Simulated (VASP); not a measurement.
The system is Ge.

```
Ge
1.0
     1.95757    1.13020    9.61975
    -1.95757    1.13020    9.61975
     0.00000   -2.26041    9.61975
Ge
6
Direct
  0.23606 0.23606 0.23606
  0.45836 0.45836 0.45836
  0.68071 0.68071 0.68071
  0.31929 0.31929 0.31929
  0.76394 0.76394 0.76394
  0.54164 0.54164 0.54164
```

The cell was built from a structure type or drawn by symmetry, and may not be a known phase.

```yaml
Program: VASP 6.6.1
Task: relaxation of cell and atoms
Functional: PBE
Potentials_or_basis: VASP PAW PBE potentials, release 64 (Ge_d)
Cutoff: 600 eV
k_mesh: 6 × 6 × 6
Occupations: gaussian, width 0.1 eV
Spin: no spin polarisation
```

At the start: pressure 8.9 GPa; volume 21.28 Å³/atom.

Task: How do energy, volume and symmetry change on relaxing?

Result: Over 3 steps the energy falls by 65.0 meV/atom and the volume is 23.89 Å³/atom (+12.2 %); space group R-3m (No. 166, to 0.1 Å) before and after.

The path:
```csv
step,energy change (eV),largest force (eV/Å),pressure (GPa),volume (Å³)
1,0.0000,0.0962,8.89,127.70
2,-0.3274,0.0262,-2.60,150.78
3,-0.3901,0.0276,0.11,143.31
```

Final structure:
```cif
data_structure
_symmetry_space_group_name_H-M 'P 1'
_symmetry_Int_Tables_number 1
_cell_length_a 10.2826
_cell_length_b 10.2826
_cell_length_c 10.2826
_cell_angle_alpha 22.805
_cell_angle_beta 22.805
_cell_angle_gamma 22.805
_cell_volume 143.31
loop_
_atom_site_label
_atom_site_type_symbol
_atom_site_fract_x
_atom_site_fract_y
_atom_site_fract_z
_atom_site_occupancy
Ge1 Ge 0.23597 0.23597 0.23597 1
Ge2 Ge 0.45846 0.45846 0.45846 1
Ge3 Ge 0.68059 0.68059 0.68059 1
Ge4 Ge 0.31941 0.31941 0.31941 1
Ge5 Ge 0.76403 0.76403 0.76403 1
Ge6 Ge 0.54154 0.54154 0.54154 1
```
